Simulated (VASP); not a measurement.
GaP, 2 atoms in the cell. The structure is tetragonal, space group I-4m2 (No. 119). The conventional cell has a = 3.719 Å, b = 3.719 Å, c = 5.548 Å, α = 90.00°, β = 90.00°, γ = 90.00°. Ga (site symmetry -4m2) has 4 P at 2.32 Å within 3.1 Å. P (site symmetry -4m2) has 4 Ga at 2.32 Å within 3.1 Å.  This cell differs from its parent crystal: volume 19.186 Å^3 an atom, c/a of the conventional cell 1.0549.

| Quantity | Value |
| --- | --- |
| Program | VASP 6.6.1 |
| Task | single point |
| Functional | PBE |
| Potentials or basis | VASP PAW PBE potentials, release 64 (Ga_d, P) |
| Cutoff | 520 eV |
| k mesh | 10 × 10 × 10 |
| Occupations | gaussian, width 0.05 eV |
| Spin | no spin polarisation |
| Dipole correction | no |
| Further INCAR settings | ALGO = Normal; EDIFF = 1e-06; NBANDS = 16 |

Potentials or basis: VASP PAW PBE potentials, release 64 (Ga_d, P).

Run with:

```sh
$ cat potpaw_PBE.64/Ga_d/POTCAR potpaw_PBE.64/P/POTCAR > POTCAR
$ mpirun -np 1 vasp_std > vasp.out
```

Hardware: 1 thread of Intel Xeon 6975P-C, with other jobs on the host.

Task: Estimate the wall time of this run.

Result: It took 35 s on 1 thread of Intel Xeon 6975P-C, on a shared host, peak memory 0.2 GiB. Counts: scf iterations 12, k points 102.
